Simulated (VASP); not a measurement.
Runs of VASP 6.6.1 on NaH. The structure is that of space group Pm-3m (No. 221), or close to it. The cells are those of the table. 

```tsv
task	level	cell	cutoff (eV)	smearing	gap on the mesh (eV)	pressure (GPa)	relaxed volume (Å³/atom)
single point	PBE+D3(BJ)	a = 2.886 Å, 2 atoms	520	fermi-dirac 0.05 eV	1.54	-0.1	-
single point	PBE	a = 2.965 Å, 2 atoms	520	fermi-dirac 0.05 eV	1.49	-0.1	-
single point	PBE+D4	a = 3.066 Å, 2 atoms	520	fermi-dirac 0.05 eV	1.45	-0.1	-
single point	PBE	a = 2.955 Å, 2 atoms	520	gaussian 0.02 eV	1.50	0.2	-
relaxation of cell and atoms	PBE+D3(BJ)	relaxed from a = 2.955 Å, 2 atoms	600	fermi-dirac 0.05 eV	(b)	-0.3	12.15
single point	PBEsol	a = 2.955 Å, 2 atoms	520	gaussian 0.05 eV	1.29	(a)	-
relaxation of cell and atoms	PBE+D4	relaxed from a = 2.955 Å, 2 atoms	600	fermi-dirac 0.05 eV	1.45	0.1	14.40
relaxation of cell and atoms	PBE	relaxed from a = 2.955 Å, 2 atoms	600	fermi-dirac 0.05 eV	1.50	0.2	-
```

Alike in all rows: potentials or basis VASP PAW PBE potentials, release 64 (Na_pv, H); no spin polarisation; k mesh 9 × 9 × 9.

**Question.** Fill in the values left out.

**Answer.** (a) -0.4; (b) 1.53.

Caveats: the PAW data sets were made with another functional, which shifts forces and pressure a little (some runs); the relaxation stopped at its first step, so nothing moved (some runs).

A k mesh can miss the band edges.
